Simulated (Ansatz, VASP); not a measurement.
# Sb2Se5 in VASP and in Ansatz

```
CELL_PARAMETERS angstrom
3.97743 0.00000 0.00000
-1.98872 3.44456 0.00000
0.00000 0.00000 15.80885
ATOMIC_POSITIONS crystal
Sb 0.66667 0.33333 0.87755
Sb 0.33333 0.66667 0.12245
Se 0.00000 0.00000 0.43079
Se 0.00000 0.00000 0.56921
Se 0.33333 0.66667 0.77650
Se 0.66667 0.33333 0.22350
Se 0.00000 0.00000 0.00000
```

Alike in both runs: functional PBE; k mesh 12 × 12 × 2; occupations gaussian, width 0.1 eV; no spin polarisation.

Ansatz relaxed the structure, and its values are those at the end. VASP's run is a single point on that final structure, the one shown.

|  | VASP | Ansatz |
| --- | --- | --- |
| version | VASP 6.6.1 | Ansatz 0.2.0 |
| potentials or method | VASP PAW PBE potentials, release 64 (Sb, Se), cutoff 520 eV | scalar-relativistic, plane waves, PAW |
| valence electrons in the cell | 40 | 110 |

```tsv
	VASP	Ansatz	Ansatz less VASP
gap on the k mesh at the Fermi level (eV)	none	none	-
pressure (GPa)	0.0	0.0	-0.01
rms of the force components (eV/Å)	0.020	0.000	-0.0194
```

A gap of «none» marks a metal or a gap that the smearing closes. VASP's potentials hold 40 valence electrons a cell and Ansatz's 110, so a difference there can come from the potentials and not from the codes.

Neither program's run includes spin-orbit coupling.
